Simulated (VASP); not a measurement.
# Sc (P6_3/mmc) in VASP: notebook, part 2 of 3

VASP 6.6.1. Earlier steps stand in the parts before.

## (3) Single point, PBEsol

This run uses another cell than the first one, of 25.00 Å³/atom, 1.020 times its volume.

File INCAR:

```
SYSTEM = Sc
PREC = Accurate ; ENCUT = 500
EDIFF = 1E-6 ; ISMEAR = -1
SIGMA = 0.05 ; LREAL = .False.
LASPH = .True. ; NELM = 120
ALGO = Normal ; ISIF = 2
LWAVE = .False. ; LCHARG = .False.
GGA = PS ; NBANDS = 18
GGA_COMPAT = .False.
```

File KPOINTS:

```
regular mesh
0
Gamma
  8 8 4
  0 0 0
```

File POSCAR:

```
Sc
1.0
    3.3090000000      0.0000000000      0.0000000000
   -1.6545000000      2.8656780611      0.0000000000
    0.0000000000      0.0000000000      5.2733000000
Sc
2
Direct
    0.6666666667      0.3333333333      0.7500000000
    0.3333333333      0.6666666667      0.2500000000
```

Potentials or basis: VASP PAW PBE potentials, release 64 (Sc_sv).

Launch:

```sh
cat potpaw_PBE.64/Sc_sv/POTCAR > POTCAR
mpirun -np 1 vasp_std > vasp.out
```

OUTCAR:

```text
SYSTEM = Sc
   PREC = Accurate
   ENCUT = 500
   EDIFF = 1E-6
   ISMEAR = -1
   LREAL = .False.
   LASPH = .True.
   NELM = 120
   ISIF = 2
   GGA = PS

 ion  position               nearest neighbor table
   1  0.667  0.333  0.750-   2 3.26   2 3.26   2 3.26   2 3.26   2 3.26   2 3.26
   2  0.333  0.667  0.250-   1 3.26   1 3.26   1 3.26   1 3.26   1 3.26   1 3.26

  LATTYP: Found a hexagonal cell.
 ALAT       =     3.3090000000
 C/A-ratio  =     1.5936234512

  Lattice vectors:

 A1 = (   3.3090000000,   0.0000000000,   0.0000000000)
 A2 = (  -1.6545000000,   2.8656780611,   0.0000000000)
 A3 = (   0.0000000000,   0.0000000000,   5.2733000000)

Analysis of symmetry for initial positions (statically):
=====================================================================
 Subroutine PRICEL returns:
 Original cell was already a primitive cell.

 Routine SETGRP: Setting up the symmetry group for a
 hexagonal supercell.

 Subroutine GETGRP returns: Found 24 space group operations
 (whereof 12 operations were pure point group operations)
 out of a pool of 24 trial point group operations.

The static configuration has the point symmetry D_3d.
 The point group associated with its full space group is D_6h.

Analysis of symmetry for dynamics (positions and initial velocities):
=====================================================================
 Subroutine PRICEL returns:
 Original cell was already a primitive cell.

 Routine SETGRP: Setting up the symmetry group for a
 hexagonal supercell.

 Subroutine GETGRP returns: Found 24 space group operations
 (whereof 12 operations were pure point group operations)
 out of a pool of 24 trial point group operations.

The dynamic configuration has the point symmetry D_3d.
 The point group associated with its full space group is D_6h.

 Subroutine INISYM returns: Found 24 space group operations
 (whereof 12 operations are pure point group operations),
 and found     1 'primitive' translations

----------------------------------------------------------------------------------------

                                     Primitive cell

  volume of cell :      50.0042

  direct lattice vectors                    reciprocal lattice vectors
     3.309000000  0.000000000  0.000000000     0.302206105  0.174478776  0.000000000
    -1.654500000  2.865678061  0.000000000     0.000000000  0.348957552  0.000000000
     0.000000000  0.000000000  5.273300000     0.000000000  0.000000000  0.189634574

  length of vectors
     3.309000000  3.309000000  5.273300000     0.348957552  0.348957552  0.189634574

  position of ions in fractional coordinates (direct lattice)
     0.666666667  0.333333333  0.750000000
     0.333333333  0.666666667  0.250000000

  ion indices of the primitive-cell ions
   primitive index   ion index
                 1           1
                 2           2

----------------------------------------------------------------------------------------

 KPOINTS: regular mesh

Automatic generation of k-mesh.
 Grid dimensions read from file:
 generate k-points for:    8    8    4

 Generating k-lattice:

  Cartesian coordinates                     Fractional coordinates (reciprocal lattice)
     0.037775763  0.021809847  0.000000000     0.125000000  0.000000000  0.000000000
     0.000000000  0.043619694  0.000000000     0.000000000  0.125000000  0.000000000
     0.000000000  0.000000000  0.047408644     0.000000000  0.000000000  0.250000000

  Length of vectors
     0.043619694  0.043619694  0.047408644

  Shift w.r.t. Gamma in fractional coordinates (k-lattice)
     0.000000000  0.000000000  0.000000000

 Subroutine IBZKPT returns following result:
 ===========================================

 Found     30 irreducible k-points:

 Following reciprocal coordinates:
            Coordinates               Weight
  0.000000  0.000000  0.000000      1.000000
  0.125000  0.000000  0.000000      6.000000
  0.250000  0.000000  0.000000      6.000000
  0.375000 -0.000000  0.000000      6.000000
  0.500000  0.000000  0.000000      3.000000
  0.125000  0.125000  0.000000      6.000000
[... 16 lines left out ...]
  0.250000  0.000000  0.500000      6.000000
  0.375000 -0.000000  0.500000      6.000000
 [... further k-points ...]
   k-points           NKPTS =     30   k-points in BZ     NKDIM =     30   number of bands    NBANDS=     18
   number of dos      NEDOS =    301   number of ions     NIONS =      2
   total plane-waves  NPLWV =  23040
   dimension x,y,z NGX =    24 NGY =   24 NGZ =   40
   dimension x,y,z NGXF=    48 NGYF=   48 NGZF=   80
   ions per type =               2
   NGX,Y,Z   is equivalent  to a cutoff of  12.06, 12.06, 12.61 a.u.
   NGXF,Y,Z  is equivalent  to a cutoff of  24.12, 24.12, 25.22 a.u.
 SYSTEM =  Sc
   PREC   = accura    normal or accurate (medium, high low for compatibility)
   ISTART =      0    job   : 0-new  1-cont  2-samecut
   ICHARG =      2    charge: 1-file 2-atom 10-const
   ISPIN  =      1    spin polarized calculation?
   LNONCOLLINEAR =      F non collinear calculations
   LSORBIT =      F    spin-orbit coupling
   LASPH  =      T    aspherical Exc in radial PAW
   ENCUT  =  500.0 eV  36.75 Ry    6.06 a.u.   6.03  6.03  9.61*2*pi/ulx,y,z
   NELM   =    120;   NELMIN=  2; NELMDL= -5     # of ELM steps
   EDIFF  = 0.1E-05   stopping-criterion for ELM
   LREAL  =      F    real-space projection
   EDIFFG = 0.1E-04   stopping-criterion for IOM
   NSW    =      0    number of steps for IOM
   IBRION =     -1    ionic relax: 0-MD 1-quasi-New 2-CG
   NFREE  =      0    steps in history (QN), initial steepest desc. (CG)
   ISIF   =      2    stress and relaxation
   ISYM   =      2    0-nonsym 1-usesym 2-fastsym
   POTIM  = 0.5000    time-step for ionic-motion
   TEBEG  =    0.0;   TEEND  =   0.0 temperature during run
   PSTRESS=    0.0 pullay stress
   NELECT =      22.0000    total number of electrons
   NUPDOWN=      -1.0000    fix difference up-down
   EMIN   =  10.00;   EMAX   =-10.00  energy-range for DOS
   EFERMI =   0.00;   METHOD = LEGACY
   ISMEAR =    -1;   SIGMA  =   0.05  broadening in eV -4-tet -1-fermi 0-gaus
   EFERMI_NEDOS =   21; number of points for ismear=-14 and -15
   IALGO  =     38    algorithm
   IMIX   =      4    mixing-type and parameters
     AMIX     =   0.40;   BMIX     =  1.00
     AMIX_MAG =   1.60;   BMIX_MAG =  1.00
  volume/ion in A,a.u.               =      25.00       168.72
  Fermi-wavevector in a.u.,A,eV,Ry     =   1.245127  2.352948 21.093660  1.550340
  Thomas-Fermi vector in A             =   2.379363
   LORBIT       =      0    0 simple, 1 ext, 2 COOP (PROOUT), +10 PAW based schemes
   GGA     = PS    functional components
   LHFCALC =     F    Hartree Fock is set to
   AEXX    =    0.0000 exact exchange contribution
   IVDW    =     0    specifies the selected vdW correction
   LEPSILON=     F    determine dielectric tensor
   LRPA    =     F    only Hartree local field effects (RPA)
 non-spin polarized calculation
  energy-cutoff  :      500.00
  volume of cell :       50.00
 maximum number of plane-waves:      1286
   NGX = 13   NGY = 13   NGZ = 19

 number of electron      22.0000007 magnetization

 Free energy of the ion-electron system (eV)
  ---------------------------------------------------
  ext. energy  EPLUGINS =         0.00000000
  ---------------------------------------------------
  free energy    TOTEN  =       -13.20441852 eV

  energy without entropy =      -13.17473007  energy(sigma->0) =      -13.18957430

 E-fermi :   3.5013     XC(G=0):  -9.9318

 val. band max:        3.4968569460   @ k =   0.1250   0.1250   0.2500
 cond. band min:       3.5389293930   @ k =   0.2500   0.1250   0.0000
 fundamental gap:      0.0420724471
 Fermi energy:         3.5012823571

 k-point     1 :       0.0000    0.0000    0.0000
  band No.  band energies     occupation
      1     -45.7482      2.00000
      2     -45.6857      2.00000
      3     -24.6406      2.00000
      4     -24.3211      2.00000
      5     -24.3211      2.00000
      6     -24.2637      2.00000
[... 10 lines left out ...]
     17       5.8577      0.00000
     18       5.8577      0.00000

 k-point     2 :       0.1250    0.0000    0.0000
  band No.  band energies     occupation
      1     -45.7411      2.00000
      2     -45.6828      2.00000
      3     -24.6214      2.00000
      4     -24.3603      2.00000
      5     -24.3340      2.00000
      6     -24.3045      2.00000
[... 10 lines left out ...]
     17       5.6685      0.00000
     18       5.7097      0.00000
[... 442 lines left out ...]
 k-point    24 :       0.3750   -0.0000    0.5000
  band No.  band energies     occupation
      1     -45.6880      2.00000
      2     -45.6880      2.00000
      3     -24.5836      2.00000
      4     -24.5836      2.00000
      5     -24.3464      2.00000
      6     -24.3464      2.00000
[... 10 lines left out ...]
     17       7.0973      0.00000
     18       7.1771      0.00000

 [... further k-points ...]
[... 5 lines left out ...]
  --------------------------------------------------------------------------------------
  -------------------------------------------------------------------------------------
  Total       -0.7171636     -0.7171636     -1.3143811      0.0000000      0.0000000     -0.0000000
  in kB      -22.9785250    -22.9785250    -42.1138801      0.0000000      0.0000000     -0.0000000
  external PRESSURE =     -29.3569767 kB  Pullay stress =       0.0000000 kB

 VOLUME and BASIS-vectors are now :
 -----------------------------------------------------------------------------
  energy-cutoff  :      500.00
  volume of cell :       50.00
      direct lattice vectors                 reciprocal lattice vectors
     3.309000000  0.000000000  0.000000000     0.302206105  0.174478776  0.000000000
    -1.654500000  2.865678061  0.000000000     0.000000000  0.348957552  0.000000000
     0.000000000  0.000000000  5.273300000     0.000000000  0.000000000  0.189634574

 POSITION                                       TOTAL-FORCE (eV/Angst)
 -----------------------------------------------------------------------------------
      1.65450      0.95523      3.95498         0.000000      0.000000      0.000000
     -0.00000      1.91045      1.31832        -0.000000      0.000000      0.000000
 -----------------------------------------------------------------------------------
    total drift:                               -0.000000      0.000000     -0.000000

  FREE ENERGIE OF THE ION-ELECTRON SYSTEM (eV)
  ---------------------------------------------------
  free  energy   TOTEN  =       -13.2044185222 eV

  energy  without entropy=      -13.1747300711  energy(sigma->0) =      -13.18957430
```

stdout:

```text
POSCAR found type information on POSCAR Sc
 POSCAR found :  1 types and       2 ions
 scaLAPACK will be used
 -----------------------------------------------------------------------------
|                                                                             |
|                                                                             |
|     You enforced a specific xc type in the INCAR file but a different       |
|     I HOPE YOU KNOW WHAT YOU ARE DOING!                                     |
|                                                                             |
 -----------------------------------------------------------------------------

 LDA part: xc-table for (Slater+PW92), standard interpolation
 POSCAR, INCAR and KPOINTS ok, starting setup
 FFT: planning ... GRIDC
 FFT: planning ... GRID_SOFT
 FFT: planning ... GRID
 WAVECAR not read
 entering main loop
```

Run time: 29 s. Hardware: 1 thread of Intel Xeon 8259CL, shared host; peak memory 0.16 GiB.

What came out:

```
Free energy            : -13.2044 eV
Pressure               : -2.9 GPa
Band gap on the k mesh : zero (band 11 reaches 4.38 eV, above the bottom of band 12 at 3.03 eV)
```

Levels at points of the mesh, in eV from the Fermi level:
```
           k point  band 9  band 10  band 11  band 12  band 13  band 14
(0.00, 0.00, 0.00)   -5.12    -1.68     0.43     1.58     1.58     1.70
(0.50, 0.00, 0.00)   -1.60    -1.05    -0.69    -0.29     1.20     1.40
(0.00, 0.00, 0.50)   -3.63    -3.63     0.88     0.88     1.52     1.52
(0.50, 0.00, 0.50)   -1.47    -1.47     0.04     0.04     1.23     1.23
```

Caveat: the PAW data sets were made with another functional, which shifts forces and pressure a little.

## (4) Single point, PBEsol

This run uses another cell than the first one, of 25.50 Å³/atom, 1.041 times its volume.

File INCAR:

```
  PREC = Accurate
  ENCUT = 500
  EDIFF = 1E-6
  ISMEAR = -1
  SIGMA = 0.05
  LREAL = F
  LASPH = T
  NELM = 120
  ALGO = Normal
  ISIF = 2
  LWAVE = F
  LCHARG = T
  GGA = PS
  LELF = T
  LVHAR = T
  NBANDS = 18
  GGA_COMPAT = F
```

File KPOINTS:

```
Automatic mesh
0
Gamma
  8 8 4
```

File POSCAR:

```
Sc
1.0
    3.3420900000      0.0000000000      0.0000000000
   -1.6710450000      2.8943348417      0.0000000000
    0.0000000000      0.0000000000      5.2733000000
Sc
2
Direct
    0.6666666667      0.3333333333      0.7500000000
    0.3333333333      0.6666666667      0.2500000000
```

Potentials or basis: VASP PAW PBE potentials, release 64 (Sc_sv).

Launch:

```sh
cat potpaw_PBE.64/Sc_sv/POTCAR > POTCAR
mpirun -np 1 vasp_std > vasp.out
```

OUTCAR:

```text
PREC = Accurate
   ENCUT = 500
   EDIFF = 1E-6
   ISMEAR = -1
   LREAL = F
   LASPH = T
   NELM = 120
   ISIF = 2
   GGA = PS

 ion  position               nearest neighbor table
   1  0.667  0.333  0.750-   2 3.27   2 3.27   2 3.27   2 3.27   2 3.27   2 3.27
   2  0.333  0.667  0.250-   1 3.27   1 3.27   1 3.27   1 3.27   1 3.27   1 3.27

  LATTYP: Found a hexagonal cell.
 ALAT       =     3.3420900000
 C/A-ratio  =     1.5778450012

  Lattice vectors:

 A1 = (   3.3420900000,   0.0000000000,   0.0000000000)
 A2 = (  -1.6710450000,   2.8943348417,   0.0000000000)
 A3 = (   0.0000000000,   0.0000000000,   5.2733000000)

Analysis of symmetry for initial positions (statically):
=====================================================================
 Subroutine PRICEL returns:
 Original cell was already a primitive cell.

 Routine SETGRP: Setting up the symmetry group for a
 hexagonal supercell.

 Subroutine GETGRP returns: Found 24 space group operations
 (whereof 12 operations were pure point group operations)
 out of a pool of 24 trial point group operations.

The static configuration has the point symmetry D_3d.
 The point group associated with its full space group is D_6h.

Analysis of symmetry for dynamics (positions and initial velocities):
=====================================================================
 Subroutine PRICEL returns:
 Original cell was already a primitive cell.

 Routine SETGRP: Setting up the symmetry group for a
 hexagonal supercell.

 Subroutine GETGRP returns: Found 24 space group operations
 (whereof 12 operations were pure point group operations)
 out of a pool of 24 trial point group operations.

The dynamic configuration has the point symmetry D_3d.
[... 105 lines left out ...]
   NFREE  =      0    steps in history (QN), initial steepest desc. (CG)
   ISIF   =      2    stress and relaxation
   ISYM   =      2    0-nonsym 1-usesym 2-fastsym
   POTIM  = 0.5000    time-step for ionic-motion
   TEBEG  =    0.0;   TEEND  =   0.0 temperature during run
   PSTRESS=    0.0 pullay stress
   NELECT =      22.0000    total number of electrons
   NUPDOWN=      -1.0000    fix difference up-down
   EMIN   =  10.00;   EMAX   =-10.00  energy-range for DOS
   EFERMI =   0.00;   METHOD = LEGACY
   ISMEAR =    -1;   SIGMA  =   0.05  broadening in eV -4-tet -1-fermi 0-gaus
   EFERMI_NEDOS =   21; number of points for ismear=-14 and -15
   IALGO  =     38    algorithm
   IMIX   =      4    mixing-type and parameters
     AMIX     =   0.40;   BMIX     =  1.00
     AMIX_MAG =   1.60;   BMIX_MAG =  1.00
  volume/ion in A,a.u.               =      25.50       172.11
  Fermi-wavevector in a.u.,A,eV,Ry     =   1.236894  2.337391 20.815656  1.529908
  Thomas-Fermi vector in A             =   2.371484
   LORBIT       =      0    0 simple, 1 ext, 2 COOP (PROOUT), +10 PAW based schemes
   GGA     = PS    functional components
   LHFCALC =     F    Hartree Fock is set to
   AEXX    =    0.0000 exact exchange contribution
   IVDW    =     0    specifies the selected vdW correction
   LEPSILON=     F    determine dielectric tensor
   LRPA    =     F    only Hartree local field effects (RPA)
 non-spin polarized calculation
  energy-cutoff  :      500.00
  volume of cell :       51.01
 maximum number of plane-waves:      1322
   NGX = 13   NGY = 13   NGZ = 19

 number of electron      22.0000004 magnetization

 Free energy of the ion-electron system (eV)
  ---------------------------------------------------
  ext. energy  EPLUGINS =         0.00000000
  ---------------------------------------------------
  free energy    TOTEN  =       -13.18670563 eV

  energy without entropy =      -13.15668239  energy(sigma->0) =      -13.17169401

 E-fermi :   3.3849     XC(G=0):  -9.8508

 val. band max:        3.3103581390   @ k =   0.2500   0.0000   0.2500
 cond. band min:       3.3983277268   @ k =   0.1250   0.1250   0.2500
 fundamental gap:      0.0879695879
 Fermi energy:         3.3848500531

 k-point     1 :       0.0000    0.0000    0.0000
  band No.  band energies     occupation
      1     -45.9141      2.00000
      2     -45.8545      2.00000
      3     -24.7951      2.00000
      4     -24.4979      2.00000
      5     -24.4979      2.00000
      6     -24.4411      2.00000
[... 481 lines left out ...]
      5     -24.5185      2.00000
      6     -24.5185      2.00000
[... 10 lines left out ...]
     17       6.8919      0.00000
     18       6.9705      0.00000

 [... further k-points ...]
[... 5 lines left out ...]
  --------------------------------------------------------------------------------------
  -------------------------------------------------------------------------------------
  Total       -1.1174017     -1.1174017     -1.4601502      0.0000000      0.0000000     -0.0000000
  in kB      -35.0970420    -35.0970420    -45.8626042      0.0000000      0.0000000     -0.0000000
  external PRESSURE =     -38.6855627 kB  Pullay stress =       0.0000000 kB

 VOLUME and BASIS-vectors are now :
 -----------------------------------------------------------------------------
  energy-cutoff  :      500.00
  volume of cell :       51.01
      direct lattice vectors                 reciprocal lattice vectors
     3.342090000  0.000000000  0.000000000     0.299213965  0.172751263  0.000000000
    -1.671045000  2.894334842  0.000000000     0.000000000  0.345502526  0.000000000
     0.000000000  0.000000000  5.273300000     0.000000000  0.000000000  0.189634574

 POSITION                                       TOTAL-FORCE (eV/Angst)
 -----------------------------------------------------------------------------------
      1.67105      0.96478      3.95498         0.000000      0.000000      0.000000
     -0.00000      1.92956      1.31832        -0.000000     -0.000000     -0.000000
 -----------------------------------------------------------------------------------
    total drift:                               -0.000000      0.000000     -0.000000

  FREE ENERGIE OF THE ION-ELECTRON SYSTEM (eV)
  ---------------------------------------------------
  free  energy   TOTEN  =       -13.1867056286 eV

  energy  without entropy=      -13.1566823910  energy(sigma->0) =      -13.17169401
```

Wall time 31 s (1 thread of Intel Xeon 8259CL, shared host); peak memory 0.16 GiB.

What came out:

- Free energy: -13.1867 eV
- Pressure: -3.9 GPa
- Band gap on the k mesh: zero (band 11 reaches 4.29 eV, above the bottom of band 12 at 2.92 eV)

Stress tensor (GPa, compression positive):
```
-3.51  0.00  0.00
 0.00 -3.51  0.00
 0.00  0.00 -4.59
```

Caveat: the PAW data sets were made with another functional, which shifts forces and pressure a little.

[end of part 2 of 3]
